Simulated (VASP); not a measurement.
Wanted: the native input for a VASP 6.6.1 run.

* Task: single point
* Functional: PBEsol
* Potentials or basis: VASP PAW PBE potentials, release 64 (Cu, I)
* Cutoff: 520 eV
* k mesh: 6 × 6 × 4
* Occupations: gaussian, width 0.01 eV
* Spin: no spin polarisation
* Dipole correction: no
* Further INCAR settings: ALGO = Normal; EDIFF = 1e-06; NBANDS = 26

The structure of CuI (Marshite) lies in POSCAR:

```
CuI
1.0
    4.1210579846      0.0000000000      0.0000000000
    0.0000000000      4.1210579846      0.0000000000
    0.0000000000      0.0000000000      5.7884735509
Cu I
2 2
Direct
    0.0000000000      0.0000000000      0.0000000000
    0.5000000000      0.5000000000      0.0000000000
    0.0000000000      0.5000000000      0.2913000000
    0.5000000000      0.0000000000      0.7087000000
```

The input as run:

INCAR

```
SYSTEM = CuI
ALGO = Normal ; EDIFF = 1E-6
ENCUT = 520 ; GGA = PS
ISIF = 2 ; ISMEAR = 0
LASPH = .TRUE. ; LCHARG = .FALSE.
LREAL = .FALSE. ; LWAVE = .FALSE.
NBANDS = 26 ; NELM = 60
PREC = Accurate ; SIGMA = 0.01
```

KPOINTS

```
k-points
0
G
  6 6 4
  0 0 0
```

Potentials or basis: VASP PAW PBE potentials, release 64 (Cu, I).

Run with:

```console
$ cat potpaw_PBE.64/Cu/POTCAR potpaw_PBE.64/I/POTCAR > POTCAR
$ mpirun -np 1 vasp_std > vasp.out
```

Results of the run:

```
Pressure               : -1.5 GPa
Largest force          : 0.612 eV/Å
Band gap on the k mesh : 1.30 eV, direct
```

Caveat: the PAW data sets were made with another functional, which shifts forces and pressure a little; spin-orbit coupling is left out, which moves the levels of the heavy elements.

Run time: 41 s on 1 thread of Intel Xeon 6975P-C, with other jobs on the host, peak memory 0.25 GiB.
